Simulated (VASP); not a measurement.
# MoSe2 (P6_3/mmc) in VASP: a series of runs, part 2 of 2

VASP 6.6.1. The steps go on from the part before.

### 3 Single point, PBEsol+U, collinear spin

Input file INCAR:

```
SYSTEM = MoSe2
ALGO = Normal ; EDIFF = 1E-6
ENCUT = 500 ; GGA = PS
GGA_COMPAT = .False. ; ISIF = 2
ISMEAR = 0 ; ISPIN = 2
LASPH = .True. ; LCHARG = .False.
LDAU = .True. ; LDAUJ = 0 0
LDAUL = 2 -1 ; LDAUPRINT = 1
LDAUTYPE = 2 ; LDAUU = 4.5 0
LMAXMIX = 4 ; LORBIT = 11
LREAL = .False. ; LWAVE = .False.
MAGMOM = 2 2 0 0 0 0 ; NBANDS = 39
NELM = 200 ; PREC = Accurate
SIGMA = 0.05
```

Input file KPOINTS:

```
k-points
0
Gamma
  8 8 2
  0 0 0
```

Input file POSCAR:

```
MoSe2
1.0
    3.2879995700      0.0000000000      0.0000000000
   -1.6439997900      2.8474911600      0.0000000000
    0.0000000000      0.0000000000     12.9000009200
Mo Se
2 4
Direct
    0.3333333333      0.6666666667      0.2500000000
    0.6666666667      0.3333333333      0.7500000000
    0.3333333333      0.6666666667      0.6250000000
    0.6666666667      0.3333333333      0.1250000000
    0.3333333333      0.6666666667      0.8750000000
    0.6666666667      0.3333333333      0.3750000000
```

Potentials or basis: VASP PAW PBE potentials, release 64 (Mo_sv, Se).

Started as:

```console
cat potpaw_PBE.64/Mo_sv/POTCAR potpaw_PBE.64/Se/POTCAR > POTCAR
mpirun -np 1 vasp_std > vasp.out
```

OUTCAR:

```text
SYSTEM = MoSe2
   EDIFF = 1E-6
   ENCUT = 500
   GGA = PS
   ISIF = 2
   ISMEAR = 0
   ISPIN = 2
   LASPH = .True.
   LORBIT = 11
   LREAL = .False.
   NELM = 200
   PREC = Accurate

 ion  position               nearest neighbor table
   1  0.333  0.667  0.250-   4 2.49   6 2.49   4 2.49   6 2.49   4 2.49   6 2.49
   2  0.667  0.333  0.750-   3 2.49   5 2.49   3 2.49   5 2.49   3 2.49   5 2.49
   3  0.333  0.667  0.625-   2 2.49   2 2.49   2 2.49
   4  0.667  0.333  0.125-   1 2.49   1 2.49   1 2.49
   5  0.333  0.667  0.875-   2 2.49   2 2.49   2 2.49
   6  0.667  0.333  0.375-   1 2.49   1 2.49   1 2.49

  LATTYP: Found a hexagonal cell.
 ALAT       =     3.2879995700
 C/A-ratio  =     3.9233584571

  Lattice vectors:

 A1 = (   3.2879995700,   0.0000000000,   0.0000000000)
 A2 = (  -1.6439997900,   2.8474911600,   0.0000000000)
 A3 = (   0.0000000000,   0.0000000000,  12.9000009200)

Analysis of symmetry for initial positions (statically):
=====================================================================
 Subroutine PRICEL returns:
 Original cell was already a primitive cell.

 Routine SETGRP: Setting up the symmetry group for a
 hexagonal supercell.

 Subroutine GETGRP returns: Found 24 space group operations
 (whereof 12 operations were pure point group operations)
 out of a pool of 24 trial point group operations.

The static configuration has the point symmetry D_3d.
 The point group associated with its full space group is D_6h.

Analysis of symmetry for dynamics (positions and initial velocities):
=====================================================================
 Subroutine PRICEL returns:
 Original cell was already a primitive cell.

 Routine SETGRP: Setting up the symmetry group for a
 hexagonal supercell.

 Subroutine GETGRP returns: Found 24 space group operations
 (whereof 12 operations were pure point group operations)
 out of a pool of 24 trial point group operations.

The dynamic configuration has the point symmetry D_3d.
 The point group associated with its full space group is D_6h.

Analysis of structural, dynamic, and magnetic symmetry:
=====================================================================
 Subroutine PRICEL returns:
 Original cell was already a primitive cell.

 Routine SETGRP: Setting up the symmetry group for a
 hexagonal supercell.

 Subroutine GETGRP returns: Found 24 space group operations
 (whereof 12 operations were pure point group operations)
 out of a pool of 24 trial point group operations.

The overall configuration has the point symmetry D_3d.
 The point group associated with its full space group is D_6h.

 Subroutine INISYM returns: Found 24 space group operations
 (whereof 12 operations are pure point group operations),
[... 190 lines left out ...]
 -0.0000  0.3932 -0.0000 -0.0000 -0.0000
  0.0000 -0.0000  0.4194 -0.0000  0.0000
 -0.0000 -0.0000 -0.0000  0.3932 -0.0000
  0.0000 -0.0000  0.0000 -0.0000  0.3912

 occupancies and eigenvectors

  o =  0.3912  v =  0.0000  0.0000  0.0000  0.0000  0.0000 -0.0882  0.0000 -0.0000  0.0000  0.9961      0.0000  0.0000  0.0000  0.0000  0.0000  0.0000  0.0000  0.0000  0.0000  0.0000
  o =  0.3912  v =  0.0000  0.0000  0.0000  0.0000  0.0000  0.9961  0.0000 -0.0000  0.0000  0.0882      0.0000  0.0000  0.0000  0.0000  0.0000  0.0000  0.0000  0.0000  0.0000  0.0000
  o =  0.3912  v = -0.0802 -0.0000 -0.0000 -0.0000  0.9968  0.0000  0.0000  0.0000  0.0000  0.0000      0.0000  0.0000  0.0000  0.0000  0.0000  0.0000  0.0000  0.0000  0.0000  0.0000
  o =  0.3912  v =  0.9968 -0.0000 -0.0000 -0.0000  0.0802  0.0000  0.0000  0.0000  0.0000  0.0000      0.0000  0.0000  0.0000  0.0000  0.0000  0.0000  0.0000  0.0000  0.0000  0.0000
  o =  0.3932  v =  0.0000  0.3946  0.0000  0.9189  0.0000  0.0000  0.0000  0.0000  0.0000  0.0000      0.0000  0.0000  0.0000  0.0000  0.0000  0.0000  0.0000  0.0000  0.0000  0.0000
  o =  0.3932  v = -0.0000 -0.9189 -0.0000  0.3946 -0.0000  0.0000  0.0000  0.0000  0.0000  0.0000      0.0000  0.0000  0.0000  0.0000  0.0000  0.0000  0.0000  0.0000  0.0000  0.0000
  o =  0.3932  v =  0.0000  0.0000  0.0000  0.0000  0.0000 -0.0000  0.3946  0.0000  0.9189 -0.0000      0.0000  0.0000  0.0000  0.0000  0.0000  0.0000  0.0000  0.0000  0.0000  0.0000
  o =  0.3932  v =  0.0000  0.0000  0.0000  0.0000  0.0000 -0.0000  0.9189  0.0000 -0.3946 -0.0000      0.0000  0.0000  0.0000  0.0000  0.0000  0.0000  0.0000  0.0000  0.0000  0.0000
  o =  0.4194  v =  0.0000 -0.0000  1.0000  0.0000  0.0000  0.0000  0.0000  0.0000  0.0000  0.0000      0.0000  0.0000  0.0000  0.0000  0.0000  0.0000  0.0000  0.0000  0.0000  0.0000
  o =  0.4194  v =  0.0000  0.0000  0.0000  0.0000  0.0000 -0.0000  0.0000 -1.0000 -0.0000 -0.0000      0.0000  0.0000  0.0000  0.0000  0.0000  0.0000  0.0000  0.0000  0.0000  0.0000

 number of electron      52.0000001 magnetization       0.0003905

 Free energy of the ion-electron system (eV)
  ---------------------------------------------------
  ext. energy  EPLUGINS =         0.00000000
  ---------------------------------------------------
  free energy    TOTEN  =       -32.35521258 eV

  energy without entropy =      -32.35521258  energy(sigma->0) =      -32.35521258

 E-fermi :   6.9580     XC(G=0): -10.8047

 val. band max:        6.5454064974   @ k =   0.0000   0.0000   0.0000
 cond. band min:       7.4763277587   @ k =   0.2500   0.1250   0.0000
 fundamental gap:      0.9309212613
 Fermi energy:         6.9580159218

 spin component 1

 k-point     1 :       0.0000    0.0000    0.0000
  band No.  band energies     occupation
      1     -55.0858      1.00000
      2     -55.0857      1.00000
      3     -29.2614      1.00000
      4     -29.2613      1.00000
      5     -29.1124      1.00000
      6     -29.1124      1.00000
[... 809 lines left out ...]
     37      13.7564      0.00000
     38      13.7564      0.00000
 Fermi energy:         6.9580159218

 spin component 2

 k-point     1 :       0.0000    0.0000    0.0000
  band No.  band energies     occupation
      1     -55.0857      1.00000
      2     -55.0857      1.00000
      3     -29.2613      1.00000
      4     -29.2613      1.00000
      5     -29.1124      1.00000
      6     -29.1124      1.00000
[... 809 lines left out ...]
     37      13.7565      0.00000
     38      13.7565      0.00000
 [bands above 38 left out]

------------------------ aborting loop because EDIFF is reached ----------------------------------------

  FORCE on cell =-STRESS in cart. coord.  units (eV):
  Direction    XX          YY          ZZ          XY          YZ          ZX
  --------------------------------------------------------------------------------------
  -------------------------------------------------------------------------------------
  Total        2.8413410      2.8413410      7.4767620     -0.0000000      0.0000000     -0.0000000
  in kB       37.6920759     37.6920760     99.1836902     -0.0000001      0.0000000     -0.0000000
  external PRESSURE =      58.1892807 kB  Pullay stress =       0.0000000 kB

 VOLUME and BASIS-vectors are now :
 -----------------------------------------------------------------------------
  energy-cutoff  :      500.00
  volume of cell :      120.78
      direct lattice vectors                 reciprocal lattice vectors
     3.287999570  0.000000000  0.000000000     0.304136293  0.175593171  0.000000000
    -1.643999790  2.847491160  0.000000000     0.000000000  0.351186340  0.000000000
     0.000000000  0.000000000 12.900000920     0.000000000  0.000000000  0.077519374

 POSITION                                       TOTAL-FORCE (eV/Angst)
 -----------------------------------------------------------------------------------
     -0.00000      1.89833      3.22500        -0.000000      0.000000      0.000000
      1.64400      0.94916      9.67500         0.000000     -0.000000      0.000000
     -0.00000      1.89833      8.06250        -0.000000     -0.000000     -1.135036
      1.64400      0.94916      1.61250        -0.000000      0.000000     -1.135036
     -0.00000      1.89833     11.28750         0.000000      0.000000      1.135036
      1.64400      0.94916      4.83750         0.000000      0.000000      1.135036
 -----------------------------------------------------------------------------------
    total drift:                               -0.000000      0.000000     -0.000000

  FREE ENERGIE OF THE ION-ELECTRON SYSTEM (eV)
  ---------------------------------------------------
  free  energy   TOTEN  =       -32.3552125832 eV

  energy  without entropy=      -32.3552125832  energy(sigma->0) =      -32.35521258

 total charge

# of ion       s       p       d       tot
------------------------------------------
    1        2.296   6.209   3.923  12.428
    2        2.296   6.209   3.923  12.428
    3        1.479   2.356   0.072   3.906
    4        1.479   2.356   0.072   3.906
    5        1.479   2.356   0.072   3.906
    6        1.479   2.356   0.072   3.906
--------------------------------------------------
tot         10.507  21.841   8.134  40.481

 magnetization (x)

# of ion       s       p       d       tot
------------------------------------------
    1        0.000   0.000   0.000   0.000
    2        0.000   0.000   0.000   0.000
    3       -0.000  -0.000  -0.000  -0.000
    4       -0.000  -0.000  -0.000  -0.000
    5       -0.000  -0.000  -0.000  -0.000
    6       -0.000  -0.000  -0.000  -0.000
--------------------------------------------------
tot         -0.000  -0.000   0.000  -0.000
```

Run time: 4.7 min. Hardware: 1 thread of Oxide Virtual Turin-like, shared host; peak memory 0.29 GiB.

Results:

| Item | Value |
| --- | --- |
| Free energy | -32.3552 eV |
| Pressure | 5.8 GPa |
| Largest force | 1.135 eV/Å |
| Band gap on the k mesh | 0.93 eV (least direct gap 1.59 eV) |
| Net moment | 0.00 μB per cell |
| Valence electrons inside the program's atomic spheres | Mo 12.43; Se 3.91 |

Forces on the atoms (eV/Å):
```
Mo   0.000  0.000  0.000
Mo   0.000  0.000  0.000
Se   0.000  0.000 -1.135
Se   0.000  0.000 -1.135
Se   0.000  0.000  1.135
Se   0.000  0.000  1.135
```

Stress tensor (GPa, compression positive):
```
3.77 0.00 0.00
0.00 3.77 0.00
0.00 0.00 9.92
```

Levels at points of the mesh, in eV from the valence-band top:
Spin up:
| k point | band 23 | band 24 | band 25 | band 26 | band 27 | band 28 | band 29 | band 30 |
| --- | --- | --- | --- | --- | --- | --- | --- | --- |
| (0.00, 0.00, 0.00) | -1.78 | -1.11 | -0.91 | 0.00 | 2.42 | 2.42 | 2.47 | 2.47 |
| (0.50, 0.00, 0.00) | -1.44 | -1.40 | -1.27 | -1.24 | 1.44 | 1.49 | 1.74 | 2.00 |
| (0.00, 0.00, 0.50) | -1.80 | -1.80 | -0.20 | -0.20 | 2.44 | 2.44 | 2.44 | 2.44 |
| (0.50, 0.00, 0.50) | -1.34 | -1.34 | -1.32 | -1.32 | 1.46 | 1.46 | 1.88 | 1.88 |
Spin down:
| k point | band 23 | band 24 | band 25 | band 26 | band 27 | band 28 | band 29 | band 30 |
| --- | --- | --- | --- | --- | --- | --- | --- | --- |
| (0.00, 0.00, 0.00) | -1.78 | -1.11 | -0.91 | 0.00 | 2.42 | 2.42 | 2.47 | 2.47 |
| (0.50, 0.00, 0.00) | -1.44 | -1.40 | -1.27 | -1.24 | 1.44 | 1.49 | 1.74 | 2.00 |
| (0.00, 0.00, 0.50) | -1.80 | -1.80 | -0.20 | -0.20 | 2.44 | 2.44 | 2.44 | 2.44 |
| (0.50, 0.00, 0.50) | -1.34 | -1.34 | -1.32 | -1.32 | 1.46 | 1.46 | 1.88 | 1.88 |

Eigenvalues of the final occupation matrices:
| site | spin | trace | eigenvalues |
| --- | --- | --- | --- |
| site 1 d | 1 | 1.99 | 0.39 0.39 0.39 0.39 0.42 |
| site 1 d | 2 | 1.99 | 0.39 0.39 0.39 0.39 0.42 |
| site 2 d | 1 | 1.99 | 0.39 0.39 0.39 0.39 0.42 |
| site 2 d | 2 | 1.99 | 0.39 0.39 0.39 0.39 0.42 |

Caveat: the stress differs along the axes, from 4 to 10 GPa; the PAW data sets were made with another functional, which shifts forces and pressure a little; this functional lacks dispersion, which binds layers or chains, so the pressure and a relaxed spacing across them are unreliable.

### 4 Single point, PBEsol+U, collinear spin, zero start

Input file INCAR:

```
SYSTEM = MoSe2
  PREC = Accurate
  ENCUT = 500
  EDIFF = 1E-6
  ISMEAR = 0
  SIGMA = 0.05
  LREAL = .False.
  LASPH = .True.
  NELM = 200
  ALGO = Normal
  ISIF = 2
  LWAVE = .False.
  LCHARG = .True.
  ISPIN = 2
  MAGMOM = 0 0 0 0 0 0
  LORBIT = 11
  NUPDOWN = 0.0
  LMAXMIX = 4
  LDAU = .True.
  LDAUTYPE = 2
  LDAUL = 2 -1
  LDAUU = 4.5 0
  LDAUJ = 0 0
  LDAUPRINT = 1
  GGA = PS
  LELF = .True.
  LVHAR = .True.
  NBANDS = 39
  GGA_COMPAT = .False.
```

Input file KPOINTS:

```
Automatic mesh
0
Gamma
  8 8 2
  0 0 0
```

POSCAR is that of step 3.

Started as:

```console
cat potpaw_PBE.64/Mo_sv/POTCAR potpaw_PBE.64/Se/POTCAR > POTCAR
mpirun -np 1 vasp_std > vasp.out
```

It took 4.2 min on 1 thread of Oxide Virtual Turin-like, shared host; peak memory 0.29 GiB.

It converged, with:

```yaml
Free_energy: -32.3552 eV
Pressure: 5.8 GPa
Largest_force: 1.135 eV/Å
Net_moment: 0.00 μB per cell
Valence_electrons_inside_the_program's_atomic_spheres: Mo 12.43; Se 3.91
```

Forces on the atoms (eV/Å):
```
Mo   0.000  0.000  0.000
Mo   0.000  0.000  0.000
Se   0.000  0.000 -1.135
Se   0.000  0.000 -1.135
Se   0.000  0.000  1.135
Se   0.000  0.000  1.135
```

Stress tensor (GPa, compression positive):
```
3.78 0.00 0.00
0.00 3.78 0.00
0.00 0.00 9.92
```

Eigenvalues of the final occupation matrices:
| site | spin | trace | eigenvalues |
| --- | --- | --- | --- |
| site 1 d | 1 | 1.99 | 0.39 0.39 0.39 0.39 0.42 |
| site 1 d | 2 | 1.99 | 0.39 0.39 0.39 0.39 0.42 |
| site 2 d | 1 | 1.99 | 0.39 0.39 0.39 0.39 0.42 |
| site 2 d | 2 | 1.99 | 0.39 0.39 0.39 0.39 0.42 |

Caveat: the stress differs along the axes, from 4 to 10 GPa; the PAW data sets were made with another functional, which shifts forces and pressure a little; this functional lacks dispersion, which binds layers or chains, so the pressure and a relaxed spacing across them are unreliable; the total moment is fixed, so each spin has its own Fermi level.

### 5 Summary

| spin | fixed moment (μB) | pressure (GPa) | moment (μB) | largest force (eV/Å) |
| --- | --- | --- | --- | --- |
| collinear | 2.0 | 10.8 | 2.00 | 1.24 |
| collinear | - | 5.8 | 0.00 | 1.14 |
| collinear, zero start | 0.0 | 5.8 | 0.00 | 1.13 |

Alike in all rows: task single point; level PBEsol+U; potentials or basis VASP PAW PBE potentials, release 64 (Mo_sv, Se); Mo d U = 4.5 eV; cell as given; k mesh 8 × 8 × 2; cutoff (eV) 500; smearing gaussian 0.05 eV.

Caveats: the PAW data sets were made with another functional, which shifts forces and pressure a little; this functional lacks dispersion, which binds layers or chains, so the pressure and a relaxed spacing across them are unreliable; the stress differs along the axes, from 4 to 10 GPa (at least some runs); the cell stands under pressure (at least some runs); the total moment is fixed, so each spin has its own Fermi level and the state may be an excited one (at least some runs); the total moment is fixed, so each spin has its own Fermi level (at least some runs).

Total energies depend on the potentials used, so only differences within one code and one set of settings carry meaning.
